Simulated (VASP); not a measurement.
## Cd2O3: single point with PBE

Crystal: Cd2O3.

```
Cd O
1.0
     5.30658    0.00000    0.00000
     0.00000    5.30658    0.00000
     0.00000    0.00000    5.30658
Cd O
4 6
Direct
  0.25000 0.25000 0.25000
  0.75000 0.75000 0.25000
  0.75000 0.25000 0.75000
  0.25000 0.75000 0.75000
  0.50000 0.00000 0.00000
  0.00000 0.50000 0.00000
  0.00000 0.00000 0.50000
  0.50000 0.50000 0.00000
  0.50000 0.00000 0.50000
  0.00000 0.50000 0.50000
```

* Program: VASP 6.6.1
* Task: single point
* Functional: PBE
* Potentials or basis: VASP PAW PBE potentials, release 64 (Cd, O)
* Cutoff: 520 eV
* k mesh: 11 × 11 × 11
* Occupations: fermi-dirac, width 0.0612256 eV
* Spin: no spin polarisation

The pressure is -0.8 GPa and the band gap on the k mesh is zero (bands 42 and 43 overlap by 0.74 eV).

Levels at points of the mesh, in eV from the Fermi level:
| k point | band 38 | band 39 | band 40 | band 41 | band 42 | band 43 | band 44 | band 45 | band 46 | band 47 |
| --- | --- | --- | --- | --- | --- | --- | --- | --- | --- | --- |
| (0.00, 0.00, 0.00) | -0.23 | -0.18 | -0.18 | -0.18 | 0.50 | 0.50 | 0.50 | 1.21 | 3.27 | 6.82 |

Run time: 8.3 min on 1 thread of Intel Xeon 8259CL (shared host), peak memory 0.44 GiB.

Caveat: semilocal functionals underestimate gaps, and a narrow one can read as zero.
